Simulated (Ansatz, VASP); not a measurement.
## B3As2: VASP beside Ansatz

File INCAR:

```
SYSTEM = B3As2
ALGO = Normal
EDIFF = 1E-7
EDIFFG = -0.01
ENCUT = 600
GGA = PE
IBRION = 2
ISIF = 3
ISMEAR = 0
LASPH = .TRUE.
LCHARG = .FALSE.
LREAL = .FALSE.
LWAVE = .FALSE.
NELM = 80
NSW = 100
PREC = Accurate
SIGMA = 0.1
```

KPOINTS

```
k-points
0
G
  8 8 14
  0 0 0
```

The input POSCAR:

```
B3As2
1.0
    3.3070452066     -3.7837539933      0.0000000000
    3.3070452066      3.7837539933      0.0000000000
    0.0000000000      0.0000000000      2.7437823505
B As
3 2
Direct
    0.1035733124      0.8964266876      0.0000000000
    0.8964266876      0.1035733124      0.0000000000
    0.5000000000      0.5000000000      0.5000000000
    0.5000000000      0.0000000000      0.0000000000
    0.0000000000      0.5000000000      0.0000000000
```

Input for Ansatz:

```yaml
crystal:
  lattice:
    - [3.3070452066, -3.7837539933, 0.0]
    - [3.3070452066, 3.7837539933, 0.0]
    - [0.0, 0.0, 2.7437823505]
  atoms:
    - { symbol: B, position: [0.1035733124, 0.8964266876, 0.0] }
    - { symbol: B, position: [0.8964266876, 0.1035733124, 0.0] }
    - { symbol: B, position: [0.5, 0.5, 0.5] }
    - { symbol: As, position: [0.5, 0.0, 0.0] }
    - { symbol: As, position: [0.0, 0.5, 0.0] }
basis:
  ecutwfc: 420
kpoints:
  mp_grid: { grid: [8, 8, 14] }
hamiltonian:
  xc: pbe
scf:
  occupations: { method: gaussian, width: 0.1 }
output:
  forces: true
  stress: true
  eigenvalues: true
relax:
  adjacent_minimum: "off"
  f_tol: 0.01
  max_steps: 80
  cell: { stress_tol: 0.05 }
```

Alike in both runs: task relaxation of cell and atoms; functional PBE; k mesh 8 × 8 × 14; occupations gaussian, width 0.1 eV; no spin polarisation.

```csv
,VASP,Ansatz
version,VASP 6.6.1,Ansatz 0.2.0
potentials or method,"VASP PAW PBE potentials, release 64 (B, As), cutoff 600 eV","scalar-relativistic, plane waves, PAW"
valence electrons in the cell,19,39
```

Ansatz gave:

```
gap on the k mesh at the Fermi level, each at its own relaxed structure (eV) : none
relaxed volume (Å³/atom)                                                     : 13.43
relaxed length of the cell vector where the two differ most in proportion (Å)              : 5.102
```

Task: Which values does VASP return?

Result: gap on the k mesh at the Fermi level, each at its own relaxed structure (eV): none; relaxed volume (Å³/atom): 13.47; relaxed length of the cell vector where the two differ most in proportion (Å): 5.110.

A gap of «none» marks a metal or a gap that the smearing closes. VASP's potentials hold 19 valence electrons a cell and Ansatz's 39, so a difference there can come from the potentials and not from the codes.
